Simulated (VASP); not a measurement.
# Hf in VASP: further runs

Runs on Hf. Level: r2SCAN. Tasks: single point.

Program: VASP 6.6.1. These are calculated values, not measurements. Logs are shortened: lines on timing, memory, paths and dates and some standing lists are left out, and cuts for length are marked.

### 1 The cell of the first run

It takes space group Fm-3m (No. 225, cubic). Conventional cell: a = 4.795 Å, b = 4.795 Å, c = 4.795 Å, α = 90.00°, β = 90.00°, γ = 90.00°. Hf (site symmetry m-3m) has 12 Hf at 3.39 Å within 4.5 Å.

This isn't the form of Hf at room conditions, which is hcp.

### 2 Single point, r2SCAN (strain +0.080 along x and y, +0.080 along z)

Contents of POSCAR:

```
Hf
1.0
    0.0000000000      2.3976000000      2.3976000000
    2.3976000000      0.0000000000      2.3976000000
    2.3976000000      2.3976000000      0.0000000000
Hf
1
Direct
    0.0000000000      0.0000000000      0.0000000000
```

Contents of INCAR.step1:

```
SYSTEM = Hf
PREC = Accurate
ENCUT = 520
ISMEAR = 0
SIGMA = 0.15
LREAL = .FALSE.
LASPH = .TRUE.
NELM = 80
NBANDS = 11
GGA = PE
ALGO = Normal
EDIFF = 1E-4
LWAVE = .TRUE.
LCHARG = .FALSE.
```

Contents of INCAR.step2:

```
SYSTEM = Hf
PREC = Accurate
ENCUT = 520
EDIFF = 1E-7
ISMEAR = 0
SIGMA = 0.15
LREAL = .FALSE.
LASPH = .TRUE.
NELM = 80
ALGO = Normal
ISIF = 2
LWAVE = .FALSE.
LCHARG = .FALSE.
METAGGA = R2SCAN
LMIXTAU = .TRUE.
NBANDS = 11
ISTART = 1
```

Contents of KPOINTS:

```
Automatic mesh
0
G
  18 18 18
  0 0 0
```

Potentials or basis: VASP PAW PBE potentials, release 64 (Hf_pv).

Run with:

```sh
$ cat potpaw_PBE.64/Hf_pv/POTCAR > POTCAR
$ cp INCAR.step1 INCAR
$ mpirun -np 1 vasp_std > vasp.out
$ cp INCAR.step2 INCAR
$ mpirun -np 1 vasp_std > vasp.out
```

OUTCAR:

```text
SYSTEM = Hf
   PREC = Accurate
   ENCUT = 520
   EDIFF = 1E-7
   ISMEAR = 0
   LREAL = .FALSE.
   LASPH = .TRUE.
   NELM = 80
   ISIF = 2
   METAGGA = R2SCAN
   ISTART = 1

 ion  position               nearest neighbor table
   1  0.000  0.000  0.000-

  LATTYP: Found a face centered cubic cell.
 ALAT       =     4.7952000000

  Lattice vectors:

 A1 = (   0.0000000000,   2.3976000000,   2.3976000000)
 A2 = (   2.3976000000,   0.0000000000,   2.3976000000)
 A3 = (   2.3976000000,   2.3976000000,   0.0000000000)

Analysis of symmetry for initial positions (statically):
=====================================================================
 Subroutine PRICEL returns:
 Original cell was already a primitive cell.

 Routine SETGRP: Setting up the symmetry group for a
 face centered cubic supercell.

 Subroutine GETGRP returns: Found 48 space group operations
 (whereof 48 operations were pure point group operations)
 out of a pool of 48 trial point group operations.

The static configuration has the point symmetry O_h .

Analysis of symmetry for dynamics (positions and initial velocities):
=====================================================================
 Subroutine PRICEL returns:
 Original cell was already a primitive cell.

 Routine SETGRP: Setting up the symmetry group for a
 face centered cubic supercell.

 Subroutine GETGRP returns: Found 48 space group operations
 (whereof 48 operations were pure point group operations)
 out of a pool of 48 trial point group operations.

The dynamic configuration has the point symmetry O_h .

 Subroutine INISYM returns: Found 48 space group operations
 (whereof 48 operations are pure point group operations),
 and found     1 'primitive' translations

----------------------------------------------------------------------------------------

                                     Primitive cell

  volume of cell :      27.5651

  direct lattice vectors                    reciprocal lattice vectors
     0.000000000  2.397600000  2.397600000    -0.208541875  0.208541875  0.208541875
     2.397600000  0.000000000  2.397600000     0.208541875 -0.208541875  0.208541875
     2.397600000  2.397600000  0.000000000     0.208541875  0.208541875 -0.208541875

  length of vectors
     3.390718437  3.390718437  3.390718437     0.361205123  0.361205123  0.361205123

  position of ions in fractional coordinates (direct lattice)
     0.000000000  0.000000000  0.000000000

  ion indices of the primitive-cell ions
   primitive index   ion index
                 1           1

----------------------------------------------------------------------------------------

 KPOINTS: Automatic mesh

Automatic generation of k-mesh.
 Grid dimensions read from file:
 generate k-points for:   18   18   18

 Generating k-lattice:

  Cartesian coordinates                     Fractional coordinates (reciprocal lattice)
    -0.011585660  0.011585660  0.011585660     0.055555556  0.000000000  0.000000000
     0.011585660 -0.011585660  0.011585660     0.000000000  0.055555556  0.000000000
     0.011585660  0.011585660 -0.011585660     0.000000000  0.000000000  0.055555556

  Length of vectors
     0.020066951  0.020066951  0.020066951

  Shift w.r.t. Gamma in fractional coordinates (k-lattice)
     0.000000000  0.000000000  0.000000000

 Subroutine IBZKPT returns following result:
 ===========================================

 Found    195 irreducible k-points:

 Following reciprocal coordinates:
            Coordinates               Weight
  0.000000  0.000000  0.000000      1.000000
  0.055556  0.000000  0.000000      8.000000
  0.111111  0.000000  0.000000      8.000000
  0.166667  0.000000  0.000000      8.000000
  0.222222  0.000000  0.000000      8.000000
  0.277778  0.000000  0.000000      8.000000
[... 16 lines left out ...]
 -0.277778  0.055556  0.000000     24.000000
 -0.222222  0.055556  0.000000     24.000000
 [... further k-points ...]
   k-points           NKPTS =    195   k-points in BZ     NKDIM =    195   number of bands    NBANDS=     11
   number of dos      NEDOS =    301   number of ions     NIONS =      1
   total plane-waves  NPLWV =  21952
   dimension x,y,z NGX =    28 NGY =   28 NGZ =   28
   dimension x,y,z NGXF=    56 NGYF=   56 NGZF=   56
   ions per type =               1
   NGX,Y,Z   is equivalent  to a cutoff of  13.73, 13.73, 13.73 a.u.
   NGXF,Y,Z  is equivalent  to a cutoff of  27.46, 27.46, 27.46 a.u.
 SYSTEM =  Hf
   PREC   = accura    normal or accurate (medium, high low for compatibility)
   ISTART =      1    job   : 0-new  1-cont  2-samecut
   ICHARG =      0    charge: 1-file 2-atom 10-const
   ISPIN  =      1    spin polarized calculation?
   LNONCOLLINEAR =      F non collinear calculations
   LSORBIT =      F    spin-orbit coupling
   LASPH  =      T    aspherical Exc in radial PAW
   ENCUT  =  520.0 eV  38.22 Ry    6.18 a.u.   6.30  6.30  6.30*2*pi/ulx,y,z
   NELM   =     80;   NELMIN=  2; NELMDL=  0     # of ELM steps
   EDIFF  = 0.1E-06   stopping-criterion for ELM
   LREAL  =      F    real-space projection
   EDIFFG = 0.1E-05   stopping-criterion for IOM
   NSW    =      0    number of steps for IOM
   IBRION =     -1    ionic relax: 0-MD 1-quasi-New 2-CG
   NFREE  =      0    steps in history (QN), initial steepest desc. (CG)
   ISIF   =      2    stress and relaxation
   ISYM   =      2    0-nonsym 1-usesym 2-fastsym
   POTIM  = 0.5000    time-step for ionic-motion
   TEBEG  =    0.0;   TEEND  =   0.0 temperature during run
   PSTRESS=    0.0 pullay stress
   NELECT =      10.0000    total number of electrons
   NUPDOWN=      -1.0000    fix difference up-down
   EMIN   =  10.00;   EMAX   =-10.00  energy-range for DOS
   EFERMI =   0.00;   METHOD = LEGACY
   ISMEAR =     0;   SIGMA  =   0.15  broadening in eV -4-tet -1-fermi 0-gaus
   EFERMI_NEDOS =   21; number of points for ismear=-14 and -15
   IALGO  =     38    algorithm
   IMIX   =      4    mixing-type and parameters
     AMIX     =   0.40;   BMIX     =  1.00
     AMIX_MAG =   1.60;   BMIX_MAG =  1.00
  volume/ion in A,a.u.               =      27.57       186.02
  Fermi-wavevector in a.u.,A,eV,Ry     =   1.167584  2.206414 18.548172  1.363252
  Thomas-Fermi vector in A             =   2.304082
   LORBIT       =      0    0 simple, 1 ext, 2 COOP (PROOUT), +10 PAW based schemes
   METAGGA = R2SCAN    functional components
   LHFCALC =     F    Hartree Fock is set to
   AEXX    =    0.0000 exact exchange contribution
   IVDW    =     0    specifies the selected vdW correction
   LEPSILON=     F    determine dielectric tensor
   LRPA    =     F    only Hartree local field effects (RPA)
 non-spin polarized calculation
 Gauss-broadening in eV      SIGMA  =   0.15
  energy-cutoff  :      520.00
  volume of cell :       27.57
 maximum number of plane-waves:       757
 NGX is ok and might be reduce to    28
   NGX = 13   NGY = 13   NGZ = 13

 number of electron       9.9999999 magnetization

 Free energy of the ion-electron system (eV)
  ---------------------------------------------------
  ext. energy  EPLUGINS =         0.00000000
  ---------------------------------------------------
  free energy    TOTEN  =       -44.77158367 eV

  energy without entropy =      -44.75631069  energy(sigma->0) =      -44.76394718

 E-fermi :   3.3021     XC(G=0): -11.1714

 val. band max:        3.2827670060   @ k =  -0.4444   0.3889   0.1667
 cond. band min:       3.3185458232   @ k =  -0.3333   0.3333   0.0556
 fundamental gap:      0.0357788172
 Fermi energy:         3.3020925923

 k-point     1 :       0.0000    0.0000    0.0000
  band No.  band energies     occupation
      1     -28.6531      2.00000
      2     -28.6531      2.00000
      3     -28.6531      2.00000
      4      -3.5453      2.00000
      5       4.7148      0.00000
      6       4.7148      0.00000
      7       4.7148      0.00000
      8       7.0307      0.00000
      9       7.0307      0.00000
     10      14.4482      0.00000
     11      14.4664      0.00000

 k-point     2 :       0.0556    0.0000    0.0000
  band No.  band energies     occupation
      1     -28.6657      2.00000
      2     -28.6548      2.00000
      3     -28.6548      2.00000
      4      -3.4561      2.00000
      5       4.6215      0.00000
      6       4.7571      0.00000
      7       4.7571      0.00000
      8       6.9887      0.00000
      9       6.9887      0.00000
     10      14.4664      0.00000
     11      14.6446      0.00000

 k-point     3 :       0.1111    0.0000    0.0000
  band No.  band energies     occupation
      1     -28.7017      2.00000
      2     -28.6596      2.00000
      3     -28.6596      2.00000
      4      -3.1934      2.00000
      5       4.3715      0.00000
      6       4.8686      0.00000
      7       4.8686      0.00000
      8       6.8915      0.00000
      9       6.8916      0.00000
     10      14.4662      0.00000
     11      15.1726      0.00000

 k-point     4 :       0.1667    0.0000    0.0000
  band No.  band energies     occupation
      1     -28.7564      2.00000
      2     -28.6671      2.00000
      3     -28.6671      2.00000
      4      -2.7730      2.00000
      5       4.0333      0.00000
      6       4.9962      0.00000
      7       4.9962      0.00000
      8       6.8234      0.00000
      9       6.8234      0.00000
     10      14.4656      0.00000
     11      15.3987      0.00000
[... 239 lines left out ...]
 k-point    22 :      -0.3333    0.0556    0.0000
  band No.  band energies     occupation
      1     -28.9742      2.00000
      2     -28.7107      2.00000
      3     -28.6948      2.00000
      4      -0.6746      2.00000
      5       3.0985      1.94513
      6       4.7179      0.00000
      7       4.8819      0.00000
      8       7.4746      0.00000
      9       8.1222      0.00000
     10      12.3527      0.00000
     11      14.4674      0.00000

 k-point    23 :      -0.2778    0.0556    0.0000
  band No.  band energies     occupation
      1     -28.9145      2.00000
      2     -28.7026      2.00000
      3     -28.6852      2.00000
      4      -1.3019      2.00000
      5       3.2651      1.27270
      6       4.8601      0.00000
      7       5.0299      0.00000
      8       6.9827      0.00000
      9       7.6863      0.00000
     10      13.3126      0.00000
     11      14.4680      0.00000

 k-point    24 :      -0.2222    0.0556    0.0000
  band No.  band energies     occupation
      1     -28.8474      2.00000
      2     -28.6926      2.00000
      3     -28.6753      2.00000
      4      -1.9465      2.00000
      5       3.5339      0.02883
      6       4.9746      0.00000
      7       5.1341      0.00000
      8       6.6298      0.00000
      9       7.3153      0.00000
     10      14.2625      0.00000
     11      14.4730      0.00000

 [... further k-points ...]

------------------------ aborting loop because EDIFF is reached ----------------------------------------

  FORCE on cell =-STRESS in cart. coord.  units (eV):
  Direction    XX          YY          ZZ          XY          YZ          ZX
  --------------------------------------------------------------------------------------
  -------------------------------------------------------------------------------------
  Total       -2.7699943     -2.7699943     -2.7699943     -0.0000000     -0.0000000      0.0000000
  in kB     -161.0012591   -161.0012591   -161.0012591     -0.0000000     -0.0000000      0.0000000
  external PRESSURE =    -161.0012591 kB  Pullay stress =       0.0000000 kB

 VOLUME and BASIS-vectors are now :
 -----------------------------------------------------------------------------
  energy-cutoff  :      520.00
  volume of cell :       27.57
      direct lattice vectors                 reciprocal lattice vectors
     0.000000000  2.397600000  2.397600000    -0.208541875  0.208541875  0.208541875
     2.397600000  0.000000000  2.397600000     0.208541875 -0.208541875  0.208541875
     2.397600000  2.397600000  0.000000000     0.208541875  0.208541875 -0.208541875

 POSITION                                       TOTAL-FORCE (eV/Angst)
 -----------------------------------------------------------------------------------
      0.00000      0.00000      0.00000         0.000000      0.000000     -0.000000
 -----------------------------------------------------------------------------------
    total drift:                               -0.000000     -0.000000     -0.000000

  FREE ENERGIE OF THE ION-ELECTRON SYSTEM (eV)
  ---------------------------------------------------
  free  energy   TOTEN  =       -44.7715836653 eV

  energy  without entropy=      -44.7563106890  energy(sigma->0) =      -44.76394718
```

Run time: 6.1 min. Hardware: 1 thread of Intel Xeon 8259CL, shared host; peak memory 0.21 GiB.

Results:

```yaml
Free_energy: -44.7716 eV
Pressure: -16.1 GPa
Band_gap_on_the_k_mesh: zero (bands 5 and 6 overlap by 1.92 eV)
```

Caveat: the cell differs from its parent crystal (strain +0.080 along x and y, +0.080 along z); the cell stands under tension; the PAW data sets were made with another functional, which shifts forces and pressure a little; spin-orbit coupling is left out, which moves the levels of the heavy elements.

[end of part 1 of 2]
